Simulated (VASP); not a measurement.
The system is MgO.

```
CELL_PARAMETERS angstrom
0.00000 2.13515 2.13515
2.13515 0.00000 2.13515
2.13515 2.13515 0.00000
ATOMIC_POSITIONS crystal
Mg 0.00000 0.00000 0.00000
O 0.47951 0.47951 0.52049
```

This cell differs from its parent crystal: all O atoms moved +0.087 Å, as atom 2 towards its neighbour atom 1 (Mg) at 2.135 Å.

Base run:

| Quantity | Value |
| --- | --- |
| Program | VASP 6.6.1 |
| Functional | r2SCAN |
| Potentials or basis | VASP PAW PBE potentials, release 64 (Mg_sv, O) |
| Cutoff | 660 eV |
| k mesh | 10 × 10 × 10 |
| Occupations | gaussian, width 0.05 eV |
| Spin | no spin polarisation |

Its results: band gap on the k mesh 5.25 eV, direct; pressure -6.6 GPa; largest force 0.425 eV/Å.

**Question.** The run is repeated on the same cell with these changes: potentials or basis from VASP PAW PBE potentials, release 64 (Mg_sv, O) to VASP PAW PBE potentials, release 64 (Mg, O); cutoff from 660 eV to 520 eV; further incar settings from ALGO = Normal; EDIFF = 1e-06; NBANDS = 15 to ALGO = Normal; EDIFF = 1e-07; NBANDS = 11; valence electrons from 16 to 8. What comes out?

**Answer.** Band gap on the k mesh 5.20 eV, direct; pressure -7.5 GPa; largest force 0.415 eV/Å.

Caveats: the PAW data sets were made with another functional, which shifts forces and pressure a little.

